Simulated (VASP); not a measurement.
# Si (Ibca) in VASP: notebook

Runs on Si. Level: PBE. Tasks: single point.

Everything below comes from runs of VASP 6.6.1. Logs are shortened: lines on timing, memory, paths and dates and some standing lists are left out, and cuts for length are marked.

**1. The cell of the first run**

It takes space group Ibca (No. 73, orthorhombic). The conventional cell has a = 5.976 Å, b = 6.742 Å, c = 6.742 Å, α = 90.00°, β = 90.00°, γ = 90.00°. Within 3.0 Å of Si (site symmetry 1) lie 4 Si at 2.24 to 2.43 Å.

**2. Single point, PBE (16.98 Å³/atom)**

The input, INCAR:

```
SYSTEM = Si
PREC = Accurate
ENCUT = 520
EDIFF = 1E-7
ISMEAR = 0
SIGMA = 0.15
LREAL = .False.
LASPH = .True.
NELM = 100
ALGO = Normal
ISIF = 2
LWAVE = .False.
LCHARG = .False.
GGA = PE
NBANDS = 26
```

The input, KPOINTS:

```
regular mesh
0
Gamma
  10 10 10
  0 0 0
```

The input, POSCAR:

```
Si
1.0
   -3.3710934017      3.3710934017      2.9881371913
    3.3710934017     -3.3710934017      2.9881371913
    3.3710934017      3.3710934017     -2.9881371913
Si
8
Direct
    0.2028545115      0.2028545115      0.2028545115
    0.5000000000      0.0000000000      0.2971454885
    0.2971454885      0.5000000000      0.0000000000
    0.0000000000      0.2971454885      0.5000000000
    0.7971454885      0.7971454885      0.7971454885
    0.5000000000      0.0000000000      0.7028545115
    0.7028545115      0.5000000000      0.0000000000
    0.0000000000      0.7028545115      0.5000000000
```

Potentials or basis: VASP PAW PBE potentials, release 64 (Si).

Launch:

```
$ cat potpaw_PBE.64/Si/POTCAR > POTCAR
$ mpirun -np 1 vasp_std > vasp.out
```

OUTCAR:

```text
SYSTEM = Si
   PREC = Accurate
   ENCUT = 520
   EDIFF = 1E-7
   ISMEAR = 0
   LREAL = .False.
   LASPH = .True.
   NELM = 100
   ISIF = 2
   GGA = PE

 ion  position               nearest neighbor table
   1  0.203  0.203  0.203-   3 2.24   5 2.28   4 2.34   2 2.43
   2  0.500  0.000  0.297-   4 2.24   6 2.28   3 2.34   1 2.43
   3  0.297  0.500  0.000-   1 2.24   7 2.28   2 2.34   4 2.43
   4  0.000  0.297  0.500-   2 2.24   8 2.28   1 2.34   3 2.43
   5  0.797  0.797  0.797-   7 2.24   1 2.28   8 2.34   6 2.43
   6  0.500  0.000  0.703-   8 2.24   2 2.28   7 2.34   5 2.43
   7  0.703  0.500  0.000-   5 2.24   3 2.28   6 2.34   8 2.43
   8  0.000  0.703  0.500-   6 2.24   4 2.28   5 2.34   7 2.43

  LATTYP: Found a body centered tetragonal cell.
 ALAT       =     6.7421868034
 C/A-ratio  =     0.8864000000

  Lattice vectors:

 A1 = (  -3.3710934017,   3.3710934017,   2.9881371913)
 A2 = (   3.3710934017,  -3.3710934017,   2.9881371913)
 A3 = (   3.3710934017,   3.3710934017,  -2.9881371913)

Analysis of symmetry for initial positions (statically):
=====================================================================
 Subroutine PRICEL returns:
 Original cell was already a primitive cell.

 Routine SETGRP: Setting up the symmetry group for a
 body centered tetragonal supercell.

 Subroutine GETGRP returns: Found  8 space group operations
 (whereof  2 operations were pure point group operations)
 out of a pool of 16 trial point group operations.

The static configuration has the point symmetry S_2 .
 The point group associated with its full space group is D_2h.

Analysis of symmetry for dynamics (positions and initial velocities):
=====================================================================
 Subroutine PRICEL returns:
 Original cell was already a primitive cell.

 Routine SETGRP: Setting up the symmetry group for a
 body centered tetragonal supercell.

 Subroutine GETGRP returns: Found  8 space group operations
 (whereof  2 operations were pure point group operations)
 out of a pool of 16 trial point group operations.

The dynamic configuration has the point symmetry S_2 .
 The point group associated with its full space group is D_2h.

 Subroutine INISYM returns: Found  8 space group operations
 (whereof  2 operations are pure point group operations),
 and found     1 'primitive' translations

----------------------------------------------------------------------------------------

                                     Primitive cell

  volume of cell :     135.8320

  direct lattice vectors                    reciprocal lattice vectors
    -3.371093402  3.371093402  2.988137191     0.000000000  0.148319830  0.167328328
     3.371093402 -3.371093402  2.988137191     0.148319830  0.000000000  0.167328328
     3.371093402  3.371093402 -2.988137191     0.148319830  0.148319830  0.000000000

  length of vectors
     5.626500273  5.626500273  5.626500273     0.223601300  0.223601300  0.209755915

  position of ions in fractional coordinates (direct lattice)
     0.202854512  0.202854512  0.202854512
     0.500000000  0.000000000  0.297145488
     0.297145489  0.500000000  0.000000000
     1.000000000  0.297145488  0.500000000
     0.797145488  0.797145488  0.797145488
     0.500000000  1.000000000  0.702854512
     0.702854512  0.500000000  0.000000000
     0.000000000  0.702854512  0.500000000

  ion indices of the primitive-cell ions
   primitive index   ion index
                 1           1
                 2           2
                 3           3
                 4           4
                 5           5
                 6           6
                 7           7
                 8           8

----------------------------------------------------------------------------------------

 KPOINTS: regular mesh

Automatic generation of k-mesh.
 Grid dimensions read from file:
 generate k-points for:   10   10   10

 Generating k-lattice:

  Cartesian coordinates                     Fractional coordinates (reciprocal lattice)
     0.000000000  0.014831983  0.016732833     0.100000000  0.000000000 -0.000000000
     0.014831983  0.000000000  0.016732833     0.000000000  0.100000000 -0.000000000
     0.014831983  0.014831983  0.000000000     0.000000000  0.000000000  0.100000000

  Length of vectors
     0.022360130  0.022360130  0.020975592

  Shift w.r.t. Gamma in fractional coordinates (k-lattice)
     0.000000000  0.000000000  0.000000000

 Subroutine IBZKPT returns following result:
 ===========================================

 Found    171 irreducible k-points:

 Following reciprocal coordinates:
            Coordinates               Weight
  0.000000  0.000000  0.000000      1.000000
  0.100000  0.000000  0.000000      4.000000
  0.100000  0.000000 -0.100000      4.000000
  0.200000  0.000000  0.000000      4.000000
  0.200000  0.000000 -0.200000      4.000000
  0.300000  0.000000 -0.000000      4.000000
[... 16 lines left out ...]
 -0.300000  0.100000  0.000000      8.000000
 -0.200000 -0.000000  0.300000      8.000000
 [... further k-points ...]
   k-points           NKPTS =    171   k-points in BZ     NKDIM =    171   number of bands    NBANDS=     26
   number of dos      NEDOS =    301   number of ions     NIONS =      8
   total plane-waves  NPLWV =  74088
   dimension x,y,z NGX =    42 NGY =   42 NGZ =   42
   dimension x,y,z NGXF=    84 NGYF=   84 NGZF=   84
   ions per type =               8
   NGX,Y,Z   is equivalent  to a cutoff of  12.41, 12.41, 12.41 a.u.
   NGXF,Y,Z  is equivalent  to a cutoff of  24.82, 24.82, 24.82 a.u.
 SYSTEM =  Si
   PREC   = accura    normal or accurate (medium, high low for compatibility)
   ISTART =      0    job   : 0-new  1-cont  2-samecut
   ICHARG =      2    charge: 1-file 2-atom 10-const
   ISPIN  =      1    spin polarized calculation?
   LNONCOLLINEAR =      F non collinear calculations
   LSORBIT =      F    spin-orbit coupling
   LASPH  =      T    aspherical Exc in radial PAW
   ENCUT  =  520.0 eV  38.22 Ry    6.18 a.u.  10.46 10.46 10.46*2*pi/ulx,y,z
   NELM   =    100;   NELMIN=  2; NELMDL= -5     # of ELM steps
   EDIFF  = 0.1E-06   stopping-criterion for ELM
   LREAL  =      F    real-space projection
   EDIFFG = 0.1E-05   stopping-criterion for IOM
   NSW    =      0    number of steps for IOM
   IBRION =     -1    ionic relax: 0-MD 1-quasi-New 2-CG
   NFREE  =      0    steps in history (QN), initial steepest desc. (CG)
   ISIF   =      2    stress and relaxation
   ISYM   =      2    0-nonsym 1-usesym 2-fastsym
   POTIM  = 0.5000    time-step for ionic-motion
   TEBEG  =    0.0;   TEEND  =   0.0 temperature during run
   PSTRESS=    0.0 pullay stress
   NELECT =      32.0000    total number of electrons
   NUPDOWN=      -1.0000    fix difference up-down
   EMIN   =  10.00;   EMAX   =-10.00  energy-range for DOS
   EFERMI =   0.00;   METHOD = LEGACY
   ISMEAR =     0;   SIGMA  =   0.15  broadening in eV -4-tet -1-fermi 0-gaus
   EFERMI_NEDOS =   21; number of points for ismear=-14 and -15
   IALGO  =     38    algorithm
   IMIX   =      4    mixing-type and parameters
     AMIX     =   0.40;   BMIX     =  1.00
     AMIX_MAG =   1.60;   BMIX_MAG =  1.00
  volume/ion in A,a.u.               =      16.98       114.58
  Fermi-wavevector in a.u.,A,eV,Ry     =   1.011092  1.910687 13.909339  1.022308
  Thomas-Fermi vector in A             =   2.144121
   LORBIT       =      0    0 simple, 1 ext, 2 COOP (PROOUT), +10 PAW based schemes
   GGA     = PE    functional components
   LHFCALC =     F    Hartree Fock is set to
   AEXX    =    0.0000 exact exchange contribution
   IVDW    =     0    specifies the selected vdW correction
   LEPSILON=     F    determine dielectric tensor
   LRPA    =     F    only Hartree local field effects (RPA)
 non-spin polarized calculation
 Gauss-broadening in eV      SIGMA  =   0.15
  energy-cutoff  :      520.00
  volume of cell :      135.83
 maximum number of plane-waves:      3707
 NGX is ok and might be reduce to    42
   NGX = 21   NGY = 21   NGZ = 21

 number of electron      32.0000001 magnetization

 Free energy of the ion-electron system (eV)
  ---------------------------------------------------
  ext. energy  EPLUGINS =         0.00000000
  ---------------------------------------------------
  free energy    TOTEN  =       -41.18643072 eV

  energy without entropy =      -41.17085032  energy(sigma->0) =      -41.17864052

 E-fermi :   7.9098     XC(G=0): -10.2635

 val. band max:        7.8966897298   @ k =  -0.3000  -0.4000   0.2000
 cond. band min:       7.9128116897   @ k =   0.5000   0.5000   0.5000
 fundamental gap:      0.0161219599
 Fermi energy:         7.9097931769

 k-point     1 :       0.0000    0.0000    0.0000
  band No.  band energies     occupation
      1      -5.3458      2.00000
      2      -0.9488      2.00000
      3      -0.5919      2.00000
      4      -0.0285      2.00000
      5       0.2443      2.00000
      6       1.0553      2.00000
[... 18 lines left out ...]
     25      13.5786      0.00000
     26      13.6717      0.00000

 k-point     2 :       0.1000    0.0000    0.0000
  band No.  band energies     occupation
      1      -5.2774      2.00000
      2      -1.0560      2.00000
      3      -0.7532      2.00000
      4      -0.4147      2.00000
      5       0.2266      2.00000
      6       1.2253      2.00000
[... 18 lines left out ...]
     25      13.4068      0.00000
     26      13.5031      0.00000

 k-point     3 :       0.1000    0.0000   -0.1000
  band No.  band energies     occupation
      1      -5.2773      2.00000
      2      -1.1414      2.00000
      3      -0.6513      2.00000
      4      -0.3179      2.00000
      5       0.1310      2.00000
      6       0.9655      2.00000
[... 18 lines left out ...]
     25      13.5731      0.00000
     26      13.7208      0.00000

 k-point     4 :       0.2000    0.0000    0.0000
  band No.  band energies     occupation
      1      -5.0727      2.00000
      2      -1.3175      2.00000
      3      -1.2706      2.00000
      4      -0.9461      2.00000
      5       0.1944      2.00000
      6       1.0448      2.00000
[... 18 lines left out ...]
     25      12.9252      0.00000
     26      13.4077      0.00000

 k-point     5 :       0.2000    0.0000   -0.2000
  band No.  band energies     occupation
      1      -5.0723      2.00000
      2      -1.4280      2.00000
      3      -1.2725      2.00000
      4      -0.7727      2.00000
      5       0.2823      2.00000
      6       0.7595      2.00000
[... 18 lines left out ...]
     25      13.3390      0.00000
     26      13.6888      0.00000

 k-point     6 :       0.3000    0.0000   -0.0000
  band No.  band energies     occupation
      1      -4.7336      2.00000
      2      -2.1555      2.00000
      3      -1.4596      2.00000
      4      -1.2489      2.00000
      5       0.1595      2.00000
      6       0.7117      2.00000
[... 427 lines left out ...]
 k-point    21 :      -0.4000    0.1000    0.0000
  band No.  band energies     occupation
      1      -4.5022      2.00000
      2      -2.4598      2.00000
      3      -1.9282      2.00000
      4      -1.2256      2.00000
      5       0.2242      2.00000
      6       0.9308      2.00000
[... 18 lines left out ...]
     25      12.5088      0.00000
     26      13.3462      0.00000

 k-point    22 :      -0.3000    0.0000    0.4000
  band No.  band energies     occupation
      1      -4.5004      2.00000
      2      -2.4568      2.00000
      3      -1.9903      2.00000
      4      -1.1667      2.00000
      5       0.4318      2.00000
      6       0.7327      2.00000
[... 18 lines left out ...]
     25      12.8147      0.00000
     26      13.2775      0.00000

 k-point    23 :      -0.3000    0.1000    0.0000
  band No.  band energies     occupation
      1      -4.8971      2.00000
      2      -1.7753      2.00000
      3      -1.6166      2.00000
      4      -0.9554      2.00000
      5       0.2430      2.00000
      6       1.2064      2.00000
[... 18 lines left out ...]
     25      12.7932      0.00000
     26      13.1968      0.00000

 k-point    24 :      -0.2000   -0.0000    0.3000
  band No.  band energies     occupation
      1      -4.8962      2.00000
      2      -1.8505      2.00000
      3      -1.6009      2.00000
      4      -0.8430      2.00000
      5       0.4951      2.00000
      6       0.6331      2.00000
[... 18 lines left out ...]
     25      13.0636      0.00000
     26      13.2062      0.00000

 [... further k-points ...]
[... 5 lines left out ...]
  --------------------------------------------------------------------------------------
  -------------------------------------------------------------------------------------
  Total        2.9790646      4.0457092     17.6709906      0.0000000      0.0000000      0.0000000
  in kB       35.1389196     47.7202982    208.4343935      0.0000000      0.0000000      0.0000000
  external PRESSURE =      97.0978704 kB  Pullay stress =       0.0000000 kB

 VOLUME and BASIS-vectors are now :
 -----------------------------------------------------------------------------
  energy-cutoff  :      520.00
  volume of cell :      135.83
      direct lattice vectors                 reciprocal lattice vectors
    -3.371093402  3.371093402  2.988137191     0.000000000  0.148319830  0.167328328
     3.371093402 -3.371093402  2.988137191     0.148319830  0.000000000  0.167328328
     3.371093402  3.371093402 -2.988137191     0.148319830  0.148319830  0.000000000

 POSITION                                       TOTAL-FORCE (eV/Angst)
 -----------------------------------------------------------------------------------
      0.68384      0.68384      0.60616         0.075100      1.123760     -0.371191
     -0.68384      2.68725      0.60616        -0.075100     -1.123760     -0.371191
      0.68384     -0.68384      2.38198         0.075100     -1.123760      0.371191
      2.68725      0.68384     -0.60616        -0.075100      1.123760      0.371191
      2.68725      2.68725      2.38198        -0.075100     -1.123760      0.371191
      0.68384      4.05493     -0.60616         0.075100      1.123760      0.371191
     -0.68384      0.68384      3.59429        -0.075100      1.123760     -0.371191
      4.05493     -0.68384      0.60616         0.075100     -1.123760     -0.371191
 -----------------------------------------------------------------------------------
    total drift:                                0.000000     -0.000000     -0.000000

  FREE ENERGIE OF THE ION-ELECTRON SYSTEM (eV)
  ---------------------------------------------------
  free  energy   TOTEN  =       -41.1864307173 eV

  energy  without entropy=      -41.1708503221  energy(sigma->0) =      -41.17864052
```

It took 10 min on 1 thread of Intel Xeon Platinum 8488C (Sapphire Rapids), shared host; peak memory 0.53 GiB.

What came out:

```yaml
Free_energy: -41.1864 eV
Pressure: 9.7 GPa
Largest_force: 1.186 eV/Å
Band_gap_on_the_k_mesh: zero (bands 16 and 17 overlap by 0.56 eV)
```

Forces on the atoms (eV/Å):
```
Si   0.075  1.124 -0.371
Si  -0.075 -1.124 -0.371
Si   0.075 -1.124  0.371
Si  -0.075  1.124  0.371
Si  -0.075 -1.124  0.371
Si   0.075  1.124  0.371
Si  -0.075  1.124 -0.371
Si   0.075 -1.124 -0.371
```

Levels at points of the mesh, in eV from the Fermi level:
| k point | band 12 | band 13 | band 14 | band 15 | band 16 | band 17 | band 18 | band 19 | band 20 | band 21 |
| --- | --- | --- | --- | --- | --- | --- | --- | --- | --- | --- |
| (0.00, 0.00, 0.00) | -4.26 | -4.14 | -2.08 | -1.96 | 0.24 | 0.77 | 0.90 | 3.48 | 3.60 | 3.60 |
| (0.50, 0.00, 0.00) | -2.89 | -1.99 | -1.99 | -1.78 | -1.78 | 0.86 | 0.86 | 1.84 | 1.84 | 2.02 |
| (0.50, 0.00, 0.50) | -3.00 | -1.83 | -1.83 | -1.21 | -1.21 | -0.06 | -0.06 | 2.07 | 2.07 | 2.25 |
| (0.50, 0.50, 0.00) | -2.67 | -2.34 | -2.34 | -1.13 | -1.13 | 0.28 | 0.28 | 1.72 | 1.72 | 2.94 |
| (0.50, 0.50, 0.50) | -2.73 | -2.63 | -0.50 | -0.28 | 0.00 | 0.69 | 1.99 | 2.54 | 2.69 | 2.70 |

Caveat: the stress differs along the axes, from 4 to 21 GPa; semilocal functionals underestimate gaps, and a narrow one can read as zero; forces of over 1 eV/Å act on the atoms, so gaps and moduli don't describe the material at rest.

**3. Single point, PBE (16.98 Å³/atom)**

The input, INCAR:

```
SYSTEM = Si
ALGO = Normal
EDIFF = 1E-7
ENCUT = 520
GGA = PE
ISIF = 2
ISMEAR = 0
LASPH = .True.
LCHARG = .False.
LREAL = .False.
LWAVE = .False.
NBANDS = 26
NELM = 100
PREC = Accurate
SIGMA = 0.15
```

The input, KPOINTS:

```
k-points
0
Gamma
  10 10 10
  0 0 0
```

POSCAR: that of step 2 with these lines changed.

```diff
@@ -2,5 +2,5 @@
 1.0
-   -3.3710934017      3.3710934017      2.9881371913
-    3.3710934017     -3.3710934017      2.9881371913
-    3.3710934017      3.3710934017     -2.9881371913
+   -3.1106561196      3.1106561196      3.5094422341
+    3.1106561196     -3.1106561196      3.5094422341
+    3.1106561196      3.1106561196     -3.5094422341
 Si
```

Potentials or basis: VASP PAW PBE potentials, release 64 (Si).

Launch:

```
$ cat potpaw_PBE.64/Si/POTCAR > POTCAR
$ mpirun -np 1 vasp_std > vasp.out
```

It took 9.3 min on 1 thread of Intel Xeon Platinum 8488C (Sapphire Rapids), shared host; peak memory 0.53 GiB.

Results (log left out):

| Property | Result |
| --- | --- |
| Free energy | -41.1211 eV |
| Pressure | 9.8 GPa |
| Largest force | 1.112 eV/Å |
| Band gap on the k mesh | zero (bands 16 and 17 overlap by 0.63 eV) |

Forces on the atoms (eV/Å):
```
Si   0.640 -0.583  0.699
Si  -0.640  0.583  0.699
Si   0.640  0.583 -0.699
Si  -0.640 -0.583 -0.699
Si  -0.640  0.583 -0.699
Si   0.640 -0.583 -0.699
Si  -0.640 -0.583  0.699
Si   0.640  0.583  0.699
```

Stress tensor (GPa, compression positive):
```
15.80  0.00  0.00
 0.00 17.12  0.00
 0.00  0.00 -3.43
```

Levels at points of the mesh, in eV from the Fermi level:
| k point | band 12 | band 13 | band 14 | band 15 | band 16 | band 17 | band 18 | band 19 | band 20 | band 21 |
| --- | --- | --- | --- | --- | --- | --- | --- | --- | --- | --- |
| (0.00, 0.00, 0.00) | -4.39 | -4.03 | -2.56 | -1.05 | -0.03 | 0.12 | 2.52 | 2.79 | 3.21 | 4.20 |
| (0.50, 0.00, 0.00) | -2.98 | -1.91 | -1.91 | -0.74 | -0.74 | -0.16 | -0.16 | 2.29 | 2.29 | 2.86 |
| (0.00, 0.50, 0.00) | -2.82 | -2.01 | -2.01 | -1.52 | -1.52 | 0.95 | 0.95 | 2.03 | 2.03 | 2.45 |
| (0.50, 0.50, 0.00) | -2.68 | -2.09 | -2.09 | -1.74 | -1.74 | 0.52 | 0.52 | 1.51 | 1.51 | 1.80 |
| (0.50, 0.50, 0.50) | -2.65 | -2.62 | -0.45 | -0.37 | 0.07 | 0.95 | 1.87 | 2.13 | 2.51 | 2.64 |

Caveat: the stress differs along the axes, from -3 to 17 GPa; semilocal functionals underestimate gaps, and a narrow one can read as zero; forces of over 1 eV/Å act on the atoms, so gaps and moduli don't describe the material at rest.

(Part 1 of 3 ends here.)
